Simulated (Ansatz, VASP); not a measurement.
One calculation of Sb, two programs

```
Sb
1.0
    -1.76035    1.76035    1.76035
     1.76035   -1.76035    1.76035
     1.76035    1.76035   -1.76035
Sb
1
Cartesian
  0.0000 0.0000 0.0000
```

Change from the starting cell: volume scaled by 0.8, LAPW.

Alike in both runs: task single point; functional PBE; k mesh 16 × 16 × 16; occupations fermi-dirac, width 0.1 eV; no spin polarisation.

```csv
,VASP,Ansatz
version,VASP 6.6.1,Ansatz 0.2.0
potentials or method,"VASP PAW PBE potentials, release 64 (Sb), cutoff 500 eV","all-electron LAPW, scalar-relativistic"
```

```tsv
	VASP	Ansatz	Ansatz less VASP
pressure (GPa)	22.0	22.0	+0.01
```

Ansatz ran all-electron here, and VASP with PAW potentials.

Neither program's run includes spin-orbit coupling.
